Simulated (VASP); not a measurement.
A run of VASP 6.6.1:

File POSCAR:

```
CsBr
1.0
    4.3196005666      0.0000000000      0.0000000000
    0.0000000000      4.3196005666      0.0000000000
    0.0000000000      0.0000000000      4.3196005666
Cs Br
1 1
Direct
    0.0000000000      0.0000000000      0.0000000000
    0.5000000000      0.5000000000      0.5000000000
```

The input INCAR.step1:

```
  PREC = Accurate
  ENCUT = 550
  ISMEAR = 0
  SIGMA = 0.01
  LREAL = F
  LASPH = T
  NELM = 120
  NBANDS = 15
  GGA = PE
  ALGO = Normal
  EDIFF = 1E-5
  LWAVE = T
  LCHARG = F
  GGA_COMPAT = F
```

Contents of INCAR.step2:

```
  PREC = Accurate
  ENCUT = 550
  EDIFF = 1E-6
  ISMEAR = 0
  SIGMA = 0.01
  LREAL = F
  LASPH = T
  NELM = 120
  ALGO = Normal
  ISIF = 2
  LWAVE = F
  LCHARG = F
  METAGGA = R2SCAN
  LMIXTAU = T
  NBANDS = 15
  ISTART = 1
  GGA_COMPAT = F
```

File KPOINTS:

```
regular mesh
0
Gamma
  4 4 4
```

Potentials or basis: VASP PAW PBE potentials, release 64 (Cs_sv, Br).

Command:

```console
$ cat potpaw_PBE.64/Cs_sv/POTCAR potpaw_PBE.64/Br/POTCAR > POTCAR
$ cp INCAR.step1 INCAR
$ mpirun -np 1 vasp_std > vasp.out
$ cp INCAR.step2 INCAR
$ mpirun -np 1 vasp_std > vasp.out
```

Hardware: 1 thread of AMD EPYC 7R13, with other jobs on the host.

**Question.** How long does it take, and how much memory?

**Answer.** Run time: 100 s on 1 thread of AMD EPYC 7R13, with other jobs on the host, peak memory 0.19 GiB. Counts: k points 10.
